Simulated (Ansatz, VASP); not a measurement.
**Two plane-wave programs on Ga3N2**

INCAR

```
SYSTEM = Ga3N2
PREC = Accurate
ENCUT = 520
EDIFF = 1E-6
ISMEAR = 0
SIGMA = 0.1
LREAL = .FALSE.
LASPH = .TRUE.
NELM = 80
ALGO = Normal
ISIF = 2
LWAVE = .FALSE.
LCHARG = .FALSE.
GGA = PE
NBANDS = 60
```

The input KPOINTS:

```
regular mesh
0
G
  6 6 6
  0 0 0
```

Contents of POSCAR:

```
Ga3N2
1.0
    2.7841095968      1.6074064251      5.0674975576
   -2.7841095968      1.6074064251      5.0674975576
    0.0000000000     -3.2148128504      5.0674975576
Ga N
6 4
Direct
    0.0562500000      0.4437500000      0.7500000000
    0.7500000000      0.0562500000      0.4437500000
    0.4437500000      0.7500000000      0.0562500000
    0.9437500000      0.5562500000      0.2500000000
    0.2500000000      0.9437500000      0.5562500000
    0.5562500000      0.2500000000      0.9437500000
    0.8521800000      0.8521800000      0.8521800000
    0.6478200000      0.6478200000      0.6478200000
    0.1478200000      0.1478200000      0.1478200000
    0.3521800000      0.3521800000      0.3521800000
```

Input for Ansatz:

```yaml
crystal:
  lattice:
    - [2.7841095968, 1.6074064251, 5.0674975576]
    - [-2.7841095968, 1.6074064251, 5.0674975576]
    - [0.0, -3.2148128504, 5.0674975576]
  atoms:
    - { symbol: Ga, position: [0.05625, 0.44375, 0.75] }
    - { symbol: Ga, position: [0.75, 0.05625, 0.44375] }
    - { symbol: Ga, position: [0.44375, 0.75, 0.05625] }
    - { symbol: Ga, position: [0.94375, 0.55625, 0.25] }
    - { symbol: Ga, position: [0.25, 0.94375, 0.55625] }
    - { symbol: Ga, position: [0.55625, 0.25, 0.94375] }
    - { symbol: "N", position: [0.85218, 0.85218, 0.85218] }
    - { symbol: "N", position: [0.64782, 0.64782, 0.64782] }
    - { symbol: "N", position: [0.14782, 0.14782, 0.14782] }
    - { symbol: "N", position: [0.35218, 0.35218, 0.35218] }
basis:
  ecutwfc: 420
kpoints:
  mp_grid: { grid: [6, 6, 6] }
hamiltonian:
  xc: pbe
scf:
  occupations: { method: gaussian, width: 0.1 }
  lower_state_search: "off"
output:
  forces: true
  stress: true
  eigenvalues: true
```

Alike in both runs: task single point; functional PBE; k mesh 6 × 6 × 6; occupations gaussian, width 0.1 eV; no spin polarisation.

```csv
,VASP,Ansatz
version,VASP 6.6.1,Ansatz 0.2.0
potentials or method,"VASP PAW PBE potentials, release 64 (Ga_d, N), cutoff 520 eV","scalar-relativistic, plane waves, PAW"
valence electrons in the cell,98,98
```

Ansatz gave:

```
gap on the k mesh at the Fermi level (eV)                     : none
pressure (GPa)                                                : 0.4
traceless stress, the component that is largest in VASP (GPa) : 1.50
rms of the force components (eV/Å)                            : 0.250
```

Problem. What did VASP give for the same quantities?

Solution. gap on the k mesh at the Fermi level (eV): none; pressure (GPa): 0.7; traceless stress, the component that is largest in VASP (GPa): 1.47; rms of the force components (eV/Å): 0.249.

Atom by atom the forces differ by 0.001 eV/Å (rms over components). A gap of «none» marks a metal or a gap that the smearing closes.
